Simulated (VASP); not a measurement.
# Si16Ge (a cell with a defect) in VASP: further runs

The runs below take Si16Ge (a cell with a defect) through single point, with PBE.

All numbers are computed with VASP 6.6.1; they aren't measurements. Logs are shortened: lines on timing, memory, paths and dates and some standing lists are left out, and cuts for length are marked.

### Step 1. The cell of the first run

The cell holds a defect, 17 atoms: a = 7.679 Å, b = 7.679 Å, c = 7.679 Å, α = 60.00°, β = 60.00°, γ = 60.00°.

### Step 2. Single point, PBE

File INCAR:

```
PREC = Accurate
ENCUT = 520
EDIFF = 1E-6
ISMEAR = -1
SIGMA = 0.05
LREAL = Auto
LASPH = True
NELM = 80
ALGO = Normal
ISIF = 2
LWAVE = False
LCHARG = False
GGA = PE
NBANDS = 53
```

File KPOINTS:

```
Automatic mesh
0
Gamma
  2 2 2
```

File POSCAR:

```
Si16Ge
1.0
    0.0000000000      5.4300000000      5.4300000000
    5.4300000000      0.0000000000      5.4300000000
    5.4300000000      5.4300000000      0.0000000000
Si Ge
16 1
Direct
    0.0739963168      0.0033517495     -0.0827071823
    0.0621178637      0.1670165746      0.1491344383
    0.0610773481     -0.0930478821      0.4909668508
    0.1660865562      0.1188121547      0.5337845304
   -0.0481767956      0.5248618785      0.0655432781
    0.1645488029      0.6411418048      0.1057458564
   -0.0161418048      0.4790699816      0.4821270718
    0.0309208103      0.5562983425      0.7179926335
    0.4522375691      0.0936372007      0.0079650092
    0.7236187845      0.0941712707      0.1229005525
    0.5442817680     -0.0712799263      0.4709852670
    0.7214548803      0.1315653775      0.5488766114
    0.5191160221      0.4895027624     -0.0356353591
    0.5686832413      0.6868416206      0.1898250460
    0.4315285451      0.4060220994      0.5507182320
    0.5931767956      0.5771546961      0.6049079190
    0.5308655617      0.8935543278      0.8433885820
```

Potentials or basis: VASP PAW PBE potentials, release 64 (Si, Ge_d).

The run is started by

```
> cat potpaw_PBE.64/Si/POTCAR potpaw_PBE.64/Ge_d/POTCAR > POTCAR
> mpirun -np 1 vasp_std > vasp.out
```

OUTCAR:

```text
PREC = Accurate
   ENCUT = 520
   EDIFF = 1E-6
   ISMEAR = -1
   LREAL = Auto
   LASPH = True
   NELM = 80
   ISIF = 2
   GGA = PE

 ion  position               nearest neighbor table
   1  0.074  0.003  0.917-  10 2.28   6 2.32   4 2.43   2 2.59  17 2.98
   2  0.062  0.167  0.149-   5 2.27   3 2.37   9 2.48   1 2.59  12 2.86  10 3.03
   3  0.061  0.907  0.491-  12 2.25   4 2.35   2 2.37   8 2.42
   4  0.166  0.119  0.534-   7 2.31   3 2.35  11 2.42   1 2.43
   5  0.952  0.525  0.066-   2 2.27   8 2.33   6 2.41  14 2.42
   6  0.165  0.641  0.106-  13 2.26   1 2.32   5 2.41   7 2.44
   7  0.984  0.479  0.482-   4 2.31   8 2.39   6 2.44  16 2.47
   8  0.031  0.556  0.718-   5 2.33   7 2.39   3 2.42  15 2.53
   9  0.452  0.094  0.008-  17 2.14   2 2.48  14 2.57  10 2.64  12 3.01  15 3.14
  10  0.724  0.094  0.123-   1 2.28  11 2.31  13 2.57   9 2.64   2 3.03
  11  0.544  0.929  0.471-  16 2.25  10 2.31   4 2.42  17 2.69  12 2.92
  12  0.721  0.132  0.549-  15 2.17   3 2.25  17 2.41   2 2.86  11 2.92   9 3.01
  13  0.519  0.490  0.964-   6 2.26  16 2.31  10 2.57  17 2.80  14 3.05
  14  0.569  0.687  0.190-  17 2.40   5 2.42   9 2.57  15 2.61  16 2.94  13 3.05
  15  0.432  0.406  0.551-  12 2.17  16 2.48   8 2.53  14 2.61   9 3.14
  16  0.593  0.577  0.605-  11 2.25  13 2.31   7 2.47  15 2.48  14 2.94
  17  0.531  0.894  0.843-   9 2.14  14 2.40  12 2.41  11 2.69  13 2.80   1 2.98

  LATTYP: Found a face centered cubic cell.
 ALAT       =    10.8600000000

  Lattice vectors:

 A1 = (   0.0000000000,   5.4300000000,   5.4300000000)
 A2 = (   5.4300000000,   0.0000000000,   5.4300000000)
 A3 = (   5.4300000000,   5.4300000000,   0.0000000000)

Analysis of symmetry for initial positions (statically):
=====================================================================
 Subroutine PRICEL returns:
 Original cell was already a primitive cell.

 Routine SETGRP: Setting up the symmetry group for a
 face centered cubic supercell.

 Subroutine GETGRP returns: Found  1 space group operations
 (whereof  1 operations were pure point group operations)
 out of a pool of 48 trial point group operations.

The static configuration has the point symmetry C_1 .

Analysis of symmetry for dynamics (positions and initial velocities):
=====================================================================
 Subroutine PRICEL returns:
 Original cell was already a primitive cell.

 Routine SETGRP: Setting up the symmetry group for a
 face centered cubic supercell.

 Subroutine GETGRP returns: Found  1 space group operations
 (whereof  1 operations were pure point group operations)
 out of a pool of 48 trial point group operations.
[... 116 lines left out ...]
   EDIFFG = 0.1E-04   stopping-criterion for IOM
   NSW    =      0    number of steps for IOM
[... 5 lines left out ...]
   TEBEG  =    0.0;   TEEND  =   0.0 temperature during run
   PSTRESS=    0.0 pullay stress
   NELECT =      78.0000    total number of electrons
   NUPDOWN=      -1.0000    fix difference up-down
   EMIN   =  10.00;   EMAX   =-10.00  energy-range for DOS
   EFERMI =   0.00;   METHOD = LEGACY
   ISMEAR =    -1;   SIGMA  =   0.05  broadening in eV -4-tet -1-fermi 0-gaus
   EFERMI_NEDOS =   21; number of points for ismear=-14 and -15
   IALGO  =     38    algorithm
   IMIX   =      4    mixing-type and parameters
     AMIX     =   0.40;   BMIX     =  1.00
     AMIX_MAG =   1.60;   BMIX_MAG =  1.00
  volume/ion in A,a.u.               =      18.84       127.11
  Fermi-wavevector in a.u.,A,eV,Ry     =   1.022421  1.932096 14.222785  1.045345
  Thomas-Fermi vector in A             =   2.156100
   LORBIT       =      0    0 simple, 1 ext, 2 COOP (PROOUT), +10 PAW based schemes
   GGA     = PE    functional components
   LHFCALC =     F    Hartree Fock is set to
   AEXX    =    0.0000 exact exchange contribution
   IVDW    =     0    specifies the selected vdW correction
   LEPSILON=     F    determine dielectric tensor
   LRPA    =     F    only Hartree local field effects (RPA)
 non-spin polarized calculation
  energy-cutoff  :      520.00
  volume of cell :      320.21
 maximum number of plane-waves:      8646
 NGX is ok and might be reduce to    60
   NGX = 29   NGY = 29   NGZ = 29

 number of electron      77.9999999 magnetization

 Free energy of the ion-electron system (eV)
  ---------------------------------------------------
  ext. energy  EPLUGINS =         0.00000000
  ---------------------------------------------------
  free energy    TOTEN  =       -82.49206265 eV

  energy without entropy =      -82.44142736  energy(sigma->0) =      -82.46674501

 E-fermi :   6.6077     XC(G=0):  -9.8924

 val. band max:        6.5865737237   @ k =   0.0000   0.5000   0.5000
 cond. band min:       6.6403641074   @ k =   0.5000   0.0000   0.0000
 fundamental gap:      0.0537903837
 Fermi energy:         6.6077497325

 k-point     1 :       0.0000    0.0000    0.0000
  band No.  band energies     occupation
      1     -17.8239      2.00000
      2     -17.7863      2.00000
      3     -17.7696      2.00000
      4     -17.7585      2.00000
      5     -17.7444      2.00000
      6      -6.0965      2.00000
[... 421 lines left out ...]
     50       9.9878      0.00000
     51      10.2194      0.00000
 [bands above 51 left out]

------------------------ aborting loop because EDIFF is reached ----------------------------------------

  FORCE on cell =-STRESS in cart. coord.  units (eV):
  Direction    XX          YY          ZZ          XY          YZ          ZX
  --------------------------------------------------------------------------------------
  -------------------------------------------------------------------------------------
  Total        6.8750947      7.5017986      0.1687077     -1.9520379     -2.5027675      0.0977399
  in kB       34.4001059     37.5358711      0.8441430     -9.7671832    -12.5228046      0.4890496
  external PRESSURE =      24.2600400 kB  Pullay stress =       0.0000000 kB

 VOLUME and BASIS-vectors are now :
 -----------------------------------------------------------------------------
  energy-cutoff  :      520.00
  volume of cell :      320.21
      direct lattice vectors                 reciprocal lattice vectors
     0.000000000  5.430000000  5.430000000    -0.092081031  0.092081031  0.092081031
     5.430000000  0.000000000  5.430000000     0.092081031 -0.092081031  0.092081031
     5.430000000  5.430000000  0.000000000     0.092081031  0.092081031 -0.092081031

 POSITION                                       TOTAL-FORCE (eV/Angst)
 -----------------------------------------------------------------------------------
      4.99910      5.38270      0.42000         0.525911      0.464574      0.737629
      1.71670      1.14710      1.24420        -1.615339      0.496801     -0.854770
      7.59070      2.99760      5.25640        -0.473849      0.385803      0.714747
      3.54360      3.80030      1.54700        -0.170459      1.282324     -0.370378
      3.20590      5.52430      8.01840         0.791068     -0.424069      0.145354
      4.05560      1.46770      4.37490         0.495773     -0.283141     -1.349179
[... 9 lines left out ...]
      6.41860      6.50560      6.35490        -1.444324      0.429388     -0.265151
      9.43160      7.46220      7.73460        -3.804014     -1.503609     -1.528414
 -----------------------------------------------------------------------------------
    total drift:                                0.001238      0.002033      0.000387

  FREE ENERGIE OF THE ION-ELECTRON SYSTEM (eV)
  ---------------------------------------------------
  free  energy   TOTEN  =       -82.4920626494 eV

  energy  without entropy=      -82.4414273646  energy(sigma->0) =      -82.46674501
```

OSZICAR:

```text
N       E                     dE             d eps       ncg     rms          rms(c)
DAV:   1     0.390903325285E+03    0.39090E+03   -0.29743E+04  1050   0.159E+03
DAV:   2    -0.203511284163E+02   -0.41125E+03   -0.38412E+03   928   0.382E+02
DAV:   3    -0.803690103464E+02   -0.60018E+02   -0.56685E+02  1013   0.101E+02
DAV:   4    -0.838746326145E+02   -0.35056E+01   -0.34340E+01  1080   0.281E+01
DAV:   5    -0.839948139844E+02   -0.12018E+00   -0.11983E+00  1072   0.500E+00    0.132E+01
DAV:   6    -0.828398795533E+02    0.11549E+01   -0.11087E+00  1048   0.354E+00    0.774E+00
DAV:   7    -0.824926534580E+02    0.34723E+00   -0.13891E+00  1040   0.371E+00    0.110E+00
DAV:   8    -0.824920102461E+02    0.64321E-03   -0.15582E-01  1024   0.167E+00    0.664E-01
DAV:   9    -0.824918574825E+02    0.15276E-03   -0.12363E-02  1088   0.459E-01    0.291E-01
DAV:  10    -0.824919414144E+02   -0.83932E-04   -0.19494E-03  1016   0.167E-01    0.110E-01
DAV:  11    -0.824920506384E+02   -0.10922E-03   -0.26506E-04  1072   0.742E-02    0.400E-02
DAV:  12    -0.824920590318E+02   -0.83933E-05   -0.35529E-05  1032   0.247E-02    0.175E-02
DAV:  13    -0.824920624938E+02   -0.34621E-05   -0.95842E-06   968   0.135E-02    0.433E-03
DAV:  14    -0.824920626494E+02   -0.15554E-06   -0.42090E-07   608   0.346E-03
   1 F= -.82492063E+02 E0= -.82466745E+02  d E =-.506353E-01
```

It took 1.8 min on 1 thread of Intel Xeon 6975P-C (Granite Rapids), shared host; peak memory 0.48 GiB.

Results:

```
Free energy            : -82.4921 eV
Pressure               : 2.4 GPa
Largest force          : 4.367 eV/Å
Band gap on the k mesh : zero (bands 39 and 40 overlap by 0.51 eV)
```

Forces in eV/Å, atoms in the order of the input:
```
Si   0.526  0.465  0.738
Si  -1.615  0.497 -0.855
Si  -0.474  0.386  0.715
Si  -0.170  1.282 -0.370
Si   0.791 -0.424  0.145
Si   0.496 -0.283 -1.349
Si   0.353 -0.638 -0.073
Si  -0.602 -0.145  0.948
Si   2.839  1.182  1.410
Si   0.721 -2.068 -0.048
Si   1.211 -0.686  0.609
Si  -0.665  0.188 -0.568
Si  -0.375  1.699  0.262
Si   0.529  0.898 -0.975
Si   1.684 -1.279  1.206
Si  -1.444  0.429 -0.265
Ge  -3.804 -1.504 -1.528
```

Stress tensor (GPa, compression positive):
```
 3.44 -0.98  0.05
-0.98  3.75 -1.25
 0.05 -1.25  0.08
```

Caveat: the k points lie up to 0.50 Å⁻¹ apart, too coarse for converged energies and pressures of a metal.

(Part 1 of 3 ends here.)

The gap in the log of VASP goes by the Fermi energy; the results here count the filled bands.